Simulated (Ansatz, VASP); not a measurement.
**One calculation of Si2W, two programs**

INCAR

```
PREC = Accurate ; ENCUT = 520
EDIFF = 1E-6 ; ISMEAR = 0
SIGMA = 0.15 ; LREAL = False
LASPH = True ; NELM = 60
ALGO = Normal ; ISIF = 2
LWAVE = False ; LCHARG = False
GGA = PS ; NBANDS = 18
```

KPOINTS

```
regular mesh
0
Gamma
  20 20 20
```

Contents of POSCAR:

```
Si2W
1.0
   -1.5211872920      1.5211872920      4.0055629210
    1.5211872920     -1.5211872920      4.0055629210
    1.5211872920      1.5211872920     -4.0055629210
Si W
2 1
Direct
    0.3344989450      0.3344989450      0.0000000000
    0.6655010550      0.6655010550      0.0000000000
    0.0000000000      0.0000000000      0.0000000000
```

Input for Ansatz:

```yaml
crystal:
  lattice:
    - [-1.521187292, 1.521187292, 4.005562921]
    - [1.521187292, -1.521187292, 4.005562921]
    - [1.521187292, 1.521187292, -4.005562921]
  atoms:
    - { symbol: Si, position: [0.334498945, 0.334498945, 0.0] }
    - { symbol: Si, position: [0.665501055, 0.665501055, 0.0] }
    - { symbol: W, position: [0.0, 0.0, 0.0] }
basis:
  ecutwfc: 420
kpoints:
  mp_grid: { grid: [20, 20, 20] }
hamiltonian:
  xc: pbesol
scf:
  occupations: { method: gaussian, width: 0.15 }
output:
  forces: true
  stress: true
  eigenvalues: true
```

Change from the starting cell: strain -0.050 along x and y, +0.025 along z, atoms carried along.

Alike in both runs: task single point; functional PBEsol; k mesh 20 × 20 × 20; occupations gaussian, width 0.15 eV; no spin polarisation.

|  | VASP | Ansatz |
| --- | --- | --- |
| version | VASP 6.6.1 | Ansatz 0.2.0 |
| potentials or method | VASP PAW PBE potentials, release 64 (Si, W_sv), cutoff 520 eV | scalar-relativistic, plane waves, PAW |
| valence electrons in the cell | 22 | 22 |

```tsv
	VASP	Ansatz	Ansatz less VASP
gap on the k mesh at the Fermi level (eV)	none	none	-
pressure (GPa)	21.6	21.1	-0.50
traceless stress, the component that is largest in VASP (GPa)	-21.13	-21.04	+0.094
rms of the force components (eV/Å)	0.127	0.121	-0.0059
```

VASP's potentials were made for PBE, not for PBEsol. Atom by atom the forces differ by 0.006 eV/Å (rms over components). A gap of «none» marks a metal or a gap that the smearing closes.

Spin-orbit coupling is off throughout.
